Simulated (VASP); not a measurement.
# MgH2 (Fm-3m) in VASP: a series of runs, part 2 of 2

VASP 6.6.1. Earlier steps stand in the parts before.

## Step 5: Single point, LDA

This run uses another cell than the first one, of 9.36 Å³/atom, 1.130 times its volume.

The input, INCAR:

```
SYSTEM = MgH2
PREC = Accurate
ENCUT = 520
EDIFF = 1E-7
ISMEAR = 1
SIGMA = 0.15
LREAL = .FALSE.
LASPH = .TRUE.
NELM = 80
ALGO = Normal
ISIF = 2
LWAVE = .FALSE.
LCHARG = .TRUE.
LELF = .TRUE.
LVHAR = .TRUE.
NBANDS = 9
```

The input, KPOINTS:

```
Automatic mesh
0
G
  6 6 6
  0 0 0
```

The input, POSCAR:

```
MgH2
1.0
    0.0000000000      2.4124004222      2.4124004222
    2.4124004222      0.0000000000      2.4124004222
    2.4124004222      2.4124004222      0.0000000000
Mg H
1 2
Direct
    0.0000000000      0.0000000000      0.0000000000
    0.7500000000      0.7500000000      0.7500000000
    0.2500000000      0.2500000000      0.2500000000
```

Potentials or basis: VASP PAW LDA potentials, release 64 (Mg, H).

Run with:

```bash
$ cat potpaw_LDA.64/Mg/POTCAR potpaw_LDA.64/H/POTCAR > POTCAR
$ mpirun -np 1 vasp_std > vasp.out
```

OUTCAR:

```text
SYSTEM = MgH2
   PREC = Accurate
   ENCUT = 520
   EDIFF = 1E-7
   ISMEAR = 1
   LREAL = .FALSE.
   LASPH = .TRUE.
   NELM = 80
   ISIF = 2

 ion  position               nearest neighbor table
   1  0.000  0.000  0.000-   2 2.09   2 2.09   2 2.09   2 2.09   3 2.09   3 2.09   3 2.09   3 2.09

   2  0.750  0.750  0.750-   1 2.09   1 2.09   1 2.09   1 2.09
   3  0.250  0.250  0.250-   1 2.09   1 2.09   1 2.09   1 2.09

  LATTYP: Found a face centered cubic cell.
 ALAT       =     4.8248008444

  Lattice vectors:

 A1 = (   0.0000000000,   2.4124004222,   2.4124004222)
 A2 = (   2.4124004222,   0.0000000000,   2.4124004222)
 A3 = (   2.4124004222,   2.4124004222,   0.0000000000)

Analysis of symmetry for initial positions (statically):
=====================================================================
 Subroutine PRICEL returns:
 Original cell was already a primitive cell.

 Routine SETGRP: Setting up the symmetry group for a
 face centered cubic supercell.

 Subroutine GETGRP returns: Found 48 space group operations
 (whereof 48 operations were pure point group operations)
 out of a pool of 48 trial point group operations.

The static configuration has the point symmetry O_h .

Analysis of symmetry for dynamics (positions and initial velocities):
=====================================================================
 Subroutine PRICEL returns:
 Original cell was already a primitive cell.

 Routine SETGRP: Setting up the symmetry group for a
 face centered cubic supercell.

 Subroutine GETGRP returns: Found 48 space group operations
 (whereof 48 operations were pure point group operations)
 out of a pool of 48 trial point group operations.

The dynamic configuration has the point symmetry O_h .

 Subroutine INISYM returns: Found 48 space group operations
 (whereof 48 operations are pure point group operations),
 and found     1 'primitive' translations

----------------------------------------------------------------------------------------

                                     Primitive cell

  volume of cell :      28.0788

  direct lattice vectors                    reciprocal lattice vectors
     0.000000000  2.412400422  2.412400422    -0.207262441  0.207262441  0.207262441
     2.412400422  0.000000000  2.412400422     0.207262441 -0.207262441  0.207262441
     2.412400422  2.412400422  0.000000000     0.207262441  0.207262441 -0.207262441

  length of vectors
     3.411649395  3.411649395  3.411649395     0.358989078  0.358989078  0.358989078

  position of ions in fractional coordinates (direct lattice)
     0.000000000  0.000000000  0.000000000
     0.750000000  0.750000000  0.750000000
     0.250000000  0.250000000  0.250000000

  ion indices of the primitive-cell ions
   primitive index   ion index
                 1           1
                 2           2
                 3           3

----------------------------------------------------------------------------------------

 KPOINTS: Automatic mesh

Automatic generation of k-mesh.
 Grid dimensions read from file:
 generate k-points for:    6    6    6

 Generating k-lattice:

  Cartesian coordinates                     Fractional coordinates (reciprocal lattice)
[... 31 lines left out ...]
 -0.333333  0.333333  0.166667     24.000000
 -0.333333  0.500000  0.166667     12.000000
   k-points           NKPTS =     16   k-points in BZ     NKDIM =     16   number of bands    NBANDS=      9
   number of dos      NEDOS =    301   number of ions     NIONS =      3
   total plane-waves  NPLWV =  21952
   dimension x,y,z NGX =    28 NGY =   28 NGZ =   28
   dimension x,y,z NGXF=    56 NGYF=   56 NGZF=   56
   ions per type =               1   2
   NGX,Y,Z   is equivalent  to a cutoff of  13.64, 13.64, 13.64 a.u.
   NGXF,Y,Z  is equivalent  to a cutoff of  27.29, 27.29, 27.29 a.u.
 SYSTEM =  MgH2
   PREC   = accura    normal or accurate (medium, high low for compatibility)
   ISTART =      0    job   : 0-new  1-cont  2-samecut
   ICHARG =      2    charge: 1-file 2-atom 10-const
   ISPIN  =      1    spin polarized calculation?
   LNONCOLLINEAR =      F non collinear calculations
   LSORBIT =      F    spin-orbit coupling
   LASPH  =      T    aspherical Exc in radial PAW
   ENCUT  =  520.0 eV  38.22 Ry    6.18 a.u.   6.34  6.34  6.34*2*pi/ulx,y,z
   NELM   =     80;   NELMIN=  2; NELMDL= -5     # of ELM steps
   EDIFF  = 0.1E-06   stopping-criterion for ELM
   LREAL  =      F    real-space projection
   EDIFFG = 0.1E-05   stopping-criterion for IOM
   NSW    =      0    number of steps for IOM
   IBRION =     -1    ionic relax: 0-MD 1-quasi-New 2-CG
   NFREE  =      0    steps in history (QN), initial steepest desc. (CG)
   ISIF   =      2    stress and relaxation
   ISYM   =      2    0-nonsym 1-usesym 2-fastsym
   POTIM  = 0.5000    time-step for ionic-motion
   TEBEG  =    0.0;   TEEND  =   0.0 temperature during run
   PSTRESS=    0.0 pullay stress
   NELECT =       4.0000    total number of electrons
   NUPDOWN=      -1.0000    fix difference up-down
   EMIN   =  10.00;   EMAX   =-10.00  energy-range for DOS
   EFERMI =   0.00;   METHOD = LEGACY
   ISMEAR =     1;   SIGMA  =   0.15  broadening in eV -4-tet -1-fermi 0-gaus
   EFERMI_NEDOS =   21; number of points for ismear=-14 and -15
   IALGO  =     38    algorithm
   IMIX   =      4    mixing-type and parameters
     AMIX     =   0.40;   BMIX     =  1.00
     AMIX_MAG =   1.60;   BMIX_MAG =  1.00
  volume/ion in A,a.u.               =       9.36        63.16
  Fermi-wavevector in a.u.,A,eV,Ry     =   0.855005  1.615726  9.946320  0.731034
  Thomas-Fermi vector in A             =   1.971688
   LORBIT       =      0    0 simple, 1 ext, 2 COOP (PROOUT), +10 PAW based schemes
   GGA     = CA    functional components
   LHFCALC =     F    Hartree Fock is set to
   AEXX    =    0.0000 exact exchange contribution
   IVDW    =     0    specifies the selected vdW correction
   LEPSILON=     F    determine dielectric tensor
   LRPA    =     F    only Hartree local field effects (RPA)
 non-spin polarized calculation
 Methfessel and Paxton  Order N= 1 SIGMA  =   0.15
  energy-cutoff  :      520.00
  volume of cell :       28.08
 maximum number of plane-waves:       769
 NGX is ok and might be reduce to    28
   NGX = 13   NGY = 13   NGZ = 13

 number of electron       4.0000001 magnetization

 Free energy of the ion-electron system (eV)
  ---------------------------------------------------
  ext. energy  EPLUGINS =         0.00000000
  ---------------------------------------------------
  free energy    TOTEN  =        -9.12216876 eV

  energy without entropy =       -9.12096293  energy(sigma->0) =       -9.12176681

 E-fermi :   2.5961     XC(G=0):  -9.1475

 val. band max:        2.5432347504   @ k =   0.1667   0.0000   0.0000
 cond. band min:       2.7069516583   @ k =  -0.3333   0.5000   0.1667
 fundamental gap:      0.1637169078
 Fermi energy:         2.5960849679

 k-point     1 :       0.0000    0.0000    0.0000
  band No.  band energies     occupation
      1      -7.1677      2.00000
      2       3.6735     -0.00000
      3      11.5882      0.00000
      4      11.5882      0.00000
      5      11.5882      0.00000
      6      13.7592      0.00000
      7      13.7592      0.00000
      8      13.7592      0.00000
      9      14.9141      0.00000
[... 169 lines left out ...]
 k-point    16 :      -0.3333    0.5000    0.1667
  band No.  band energies     occupation
      1      -2.3827      2.00000
      2      -0.8411      2.00000
      3       2.7070      0.05442
      4       4.7408     -0.00000
      5       9.5061      0.00000
      6      13.3087      0.00000
      7      14.6847      0.00000
      8      18.8938      0.00000
      9      22.4029      0.00000

------------------------ aborting loop because EDIFF is reached ----------------------------------------

  FORCE on cell =-STRESS in cart. coord.  units (eV):
  Direction    XX          YY          ZZ          XY          YZ          ZX
  --------------------------------------------------------------------------------------
  -------------------------------------------------------------------------------------
  Total       -1.0149703     -1.0149703     -1.0149703      0.0000000     -0.0000000     -0.0000000
  in kB      -57.9142914    -57.9142914    -57.9142914      0.0000000     -0.0000000     -0.0000000
  external PRESSURE =     -57.9142914 kB  Pullay stress =       0.0000000 kB

 VOLUME and BASIS-vectors are now :
 -----------------------------------------------------------------------------
  energy-cutoff  :      520.00
  volume of cell :       28.08
      direct lattice vectors                 reciprocal lattice vectors
     0.000000000  2.412400422  2.412400422    -0.207262441  0.207262441  0.207262441
     2.412400422  0.000000000  2.412400422     0.207262441 -0.207262441  0.207262441
     2.412400422  2.412400422  0.000000000     0.207262441  0.207262441 -0.207262441

 POSITION                                       TOTAL-FORCE (eV/Angst)
 -----------------------------------------------------------------------------------
      0.00000      0.00000      0.00000        -0.000000     -0.000000      0.000000
      3.61860      3.61860      3.61860        -0.000000      0.000000     -0.000000
      1.20620      1.20620      1.20620         0.000000      0.000000      0.000000
 -----------------------------------------------------------------------------------
    total drift:                                0.000000      0.000000      0.000000

  FREE ENERGIE OF THE ION-ELECTRON SYSTEM (eV)
  ---------------------------------------------------
  free  energy   TOTEN  =        -9.1221687554 eV

  energy  without entropy=       -9.1209629305  energy(sigma->0) =       -9.12176681
```

stdout:

```text
POSCAR found type information on POSCAR MgH
 POSCAR found :  2 types and       3 ions
 scaLAPACK will be used
 LDA part: xc-table for (Slater(with rela. corr.)+CA(PZ))
 , standard interpolation
 POSCAR, INCAR and KPOINTS ok, starting setup
 FFT: planning ... GRIDC
 FFT: planning ... GRID_SOFT
 FFT: planning ... GRID
 WAVECAR not read
 entering main loop
```

It took 6.1 s on 1 thread of Intel Xeon 6975P-C, shared host; peak memory 0.14 GiB.

What came out:

* Free energy: -9.1222 eV
* Pressure: -5.8 GPa
* Band gap on the k mesh: zero (band 2 reaches 3.67 eV, above the bottom of band 3 at 2.01 eV)

Levels at points of the mesh, in eV from the Fermi level:
```tsv
k point	band 1	band 2	band 3	band 4	band 5
(0.00, 0.00, 0.00)	-9.76	1.08	8.99	8.99	8.99
(0.50, 0.00, 0.00)	-5.60	-5.47	6.62	6.80	8.57
(0.50, 0.50, 0.00)	-5.55	-2.17	-0.59	4.37	4.37
```

Caveat: the k points lie up to 0.38 Å⁻¹ apart.

## Step 6: Single point, LDA

This run uses another cell than the first one, of 9.72 Å³/atom, 1.174 times its volume.

The input, INCAR:

```
PREC     = Accurate       # precision mode
ENCUT    = 520            # plane-wave cutoff, eV
EDIFF    = 1E-7           # SCF threshold, eV
ISMEAR   = 1              # smearing method
SIGMA    = 0.15           # smearing width, eV
LREAL    = F              # projectors in reciprocal space
LASPH    = T              # aspherical terms in the spheres
NELM     = 80             # most SCF steps
ALGO     = Normal         # electronic algorithm
ISIF     = 2              # what is computed and relaxed
LWAVE    = F              # write WAVECAR
LCHARG   = T              # write CHGCAR
LELF     = T              # ELF
LVHAR    = T            
NBANDS   = 9              # bands
```

The input, KPOINTS:

```
regular mesh
0
Gamma
  6 6 6
```

The input, POSCAR:

```
MgH2
1.0
    0.0000000000      2.4429403785      2.4429403785
    2.4429403785      0.0000000000      2.4429403785
    2.4429403785      2.4429403785      0.0000000000
Mg H
1 2
Direct
    0.0000000000      0.0000000000      0.0000000000
    0.7500000000      0.7500000000      0.7500000000
    0.2500000000      0.2500000000      0.2500000000
```

Potentials or basis: VASP PAW LDA potentials, release 64 (Mg, H).

Run with:

```bash
$ cat potpaw_LDA.64/Mg/POTCAR potpaw_LDA.64/H/POTCAR > POTCAR
$ mpirun -np 1 vasp_std > vasp.out
```

It took 7.4 s on 1 thread of Intel Xeon 6975P-C, shared host; peak memory 0.14 GiB.

Results (log left out):

* Free energy: -9.0786 eV
* Pressure: -7.4 GPa
* Band gap on the k mesh: zero (band 2 reaches 3.39 eV, above the bottom of band 3 at 1.81 eV)

Levels at points of the mesh, in eV from the Fermi level:
```
           k point  band 1  band 2  band 3  band 4  band 5
(0.00, 0.00, 0.00)   -9.51    1.02    8.87    8.87    8.87
(0.50, 0.00, 0.00)   -5.46   -5.31    6.51    6.52    8.34
(0.50, 0.50, 0.00)   -5.40   -2.11   -0.56    4.29    4.29
```

Caveat: the k points lie up to 0.37 Å⁻¹ apart.

## Step 7: Summary

```csv
cell,gap on the mesh (eV),pressure (GPa)
"a = 3.275 Å, angles 60.0°, 3 atoms",none,1.1
"a = 3.322 Å, angles 60.0°, 3 atoms",none,-1.6
"a = 3.367 Å, angles 60.0°, 3 atoms",none,-3.9
"a = 3.412 Å, angles 60.0°, 3 atoms",none,-5.8
"a = 3.455 Å, angles 60.0°, 3 atoms",none,-7.4
```

Alike in all rows: task single point; level LDA; potentials or basis VASP PAW LDA potentials, release 64 (Mg, H); no spin polarisation; k mesh 6 × 6 × 6; cutoff (eV) 520; smearing methfessel-paxton 0.15 eV.

Caveats: all runs use coarse meshes.

Total energies depend on the potentials used, so only differences within one code and one set of settings carry meaning.
